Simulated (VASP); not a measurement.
The system is InGaAs2.

```
CELL_PARAMETERS angstrom
4.22500 0.00000 0.00000
0.00000 4.22500 0.00000
0.00000 0.00000 5.96215
ATOMIC_POSITIONS crystal
In 0.00000 0.00000 0.50000
Ga 0.50000 0.50000 0.00000
As 0.50000 0.00000 0.76848
As 0.00000 0.50000 0.23153
```

```yaml
Program: VASP 6.6.1
Task: relaxation of cell and atoms
Functional: PBEsol
Potentials_or_basis: VASP PAW PBE potentials, release 64 (In_d, Ga_d, As)
Cutoff: 600 eV
k_mesh: 10 × 10 × 8
Occupations: gaussian, width 0.1 eV
Spin: no spin polarisation
```

At the start: pressure -2.6 GPa; volume 26.61 Å³/atom.

**Question.** How do energy, volume and symmetry change on relaxing?

**Answer.** Over 7 steps the energy falls by 10.4 meV/atom and the volume is 25.39 Å³/atom (-4.6 %); space group P-4m2 (No. 115, to 0.05 Å).

The path:
```
step  energy change (eV)  largest force (eV/Å)  pressure (GPa)  volume (Å³)
   1              0.0000                0.0353           -2.56       106.43
   2             -0.0360                0.0817            1.01       100.02
   3             -0.0407                0.0695            0.02       101.57
   4             -0.0413                0.0325            0.01       101.56
   5             -0.0416                0.0137            0.00       101.55
   6             -0.0416                0.0075            0.00       101.56
   7             -0.0417                0.0003            0.00       101.57
```

Final structure:
```yaml
crystal:
  lattice:
    - [4.14601, 0.00000, 0.00000]
    - [0.00000, 4.14601, 0.00000]
    - [0.00000, 0.00000, 5.90915]
  atoms:
    - { symbol: In, position: [0.00000, 0.00000, 0.50000] }
    - { symbol: Ga, position: [0.50000, 0.50000, 0.00000] }
    - { symbol: As, position: [0.50000, 0.00000, 0.76969] }
    - { symbol: As, position: [0.00000, 0.50000, 0.23031] }
```

Caveat: the PAW data sets were made with another functional, which shifts forces and pressure a little.
